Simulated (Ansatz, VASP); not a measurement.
Given: the input of a run of Ansatz 0.2.0 on Zr3Mn.

File input.yaml:

```yaml
crystal:
  lattice:
    - [4.4021825659, 0.0, 0.0]
    - [0.0, 4.4021825659, 0.0]
    - [0.0, 0.0, 4.4021825659]
  atoms:
    - { symbol: Zr, position: [0.5, 0.5, 0.0] }
    - { symbol: Zr, position: [0.5, 0.0, 0.5] }
    - { symbol: Zr, position: [0.0, 0.5, 0.5] }
    - { symbol: Mn, position: [0.0, 0.0, 0.0], spin: 4.0 }
hamiltonian:
  xc: pbe
  pseudopotentials: { kind: paw }
magnetization:
  spin_polarized: true
kpoints:
  mp_grid: { grid: [6, 6, 6] }
scf:
  occupations: { method: fermi_dirac, width: 0.05 }
output:
  forces: true
  stress: true
  eigenvalues: true
```

Potentials or basis: Ansatz PAW.

Launch:

```console
$ ansatz run input.yaml --threads 2 --pin off --max-ram 5120MiB --backend cpu --events-out ev --progress --plain --runs-dir out
```

Problem. Set up the same calculation for VASP 6.6.1. Potentials there: VASP PAW PBE potentials, release 64 (Zr_sv, Mn_pv).

Solution. As run (the cutoff follows the program's own potentials):

Contents of INCAR:

```
ALGO = Fast
EDIFF = 1E-7
ENCUT = 520
GGA = PE
ISIF = 2
ISMEAR = -1
ISPIN = 2
LASPH = True
LCHARG = False
LMAXMIX = 4
LORBIT = 11
LREAL = False
LWAVE = False
MAGMOM = 0 0 0 4
NBANDS = 36
NELM = 150
PREC = Accurate
SIGMA = 0.05
```

The input KPOINTS:

```
k-points
0
Gamma
  6 6 6
```

File POSCAR:

```
Zr3Mn
1.0
    4.4021825659      0.0000000000      0.0000000000
    0.0000000000      4.4021825659      0.0000000000
    0.0000000000      0.0000000000      4.4021825659
Zr Mn
3 1
Direct
    0.5000000000      0.5000000000      0.0000000000
    0.5000000000      0.0000000000      0.5000000000
    0.0000000000      0.5000000000      0.5000000000
    0.0000000000      0.0000000000      0.0000000000
```

Potentials or basis: VASP PAW PBE potentials, release 64 (Zr_sv, Mn_pv).

Launch:

```console
$ cat potpaw_PBE.64/Zr_sv/POTCAR potpaw_PBE.64/Mn_pv/POTCAR > POTCAR
$ mpirun -np 1 vasp_std > vasp.out
```

Both were run:

|  | VASP | Ansatz | Ansatz less VASP |
| --- | --- | --- | --- |
| gap on the k mesh at the Fermi level (eV) | none | none | - |
| pressure (GPa) | -1.8 | -1.9 | -0.03 |
| net moment per atom (μB) | 0.84 | 0.84 | -0.004 |
| size of the moment on the site where the two differ most (μB) | 3.51 | 3.65 | +0.144 |

Site moments also hang on the region over which each program counts them. A gap of «none» marks a metal or a gap that the smearing closes. The functional is the same, so the differences come from potentials, cutoffs and numerics. VASP's potentials hold 49 valence electrons a cell and Ansatz's 51, so a difference there can come from the potentials and not from the codes.
